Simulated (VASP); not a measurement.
Wanted: the native input for a VASP 6.6.1 run.

| Property | Result |
| --- | --- |
| Task | single point |
| Functional | PBE |
| Potentials or basis | VASP PAW PBE potentials, release 64 (Ge_d) |
| Cutoff | 520 eV |
| k mesh | 6 × 6 × 6 |
| Occupations | fermi-dirac, width 0.02 eV |
| Spin | no spin polarisation |
| Dipole correction | no |
| Further INCAR settings | ALGO = Normal; EDIFF = 1e-06; NBANDS = 21 |

The structure of Ge lies in POSCAR:

```
Ge
1.0
    0.0000000000      2.9371931476      2.9371931476
    2.9371931476      0.0000000000      2.9371931476
    2.9371931476      2.9371931476      0.0000000000
Ge
2
Direct
    0.0000000000      0.0000000000      0.0000000000
    0.2500000000      0.2500000000      0.2500000000
```

This cell differs from its parent crystal: volume changed by +6%.

The input as run:

INCAR

```
PREC = Accurate ; ENCUT = 520
EDIFF = 1E-6 ; ISMEAR = -1
SIGMA = 0.02 ; LREAL = False
LASPH = True ; NELM = 100
ALGO = Normal ; ISIF = 2
LWAVE = False ; LCHARG = False
GGA = PE ; NBANDS = 21
```

KPOINTS

```
regular mesh
0
Gamma
  6 6 6
```

Potentials or basis: VASP PAW PBE potentials, release 64 (Ge_d).

Command:

```bash
$ cat potpaw_PBE.64/Ge_d/POTCAR > POTCAR
$ mpirun -np 1 vasp_std > vasp.out
```

It gave:

The pressure is -2.9 GPa and the band gap on the k mesh is zero (band 14 reaches 3.96 eV, above the bottom of band 15 at 3.83 eV).

Run time: 24 s on 1 thread of AMD EPYC 7R13, on a shared host, peak memory 0.14 GiB.
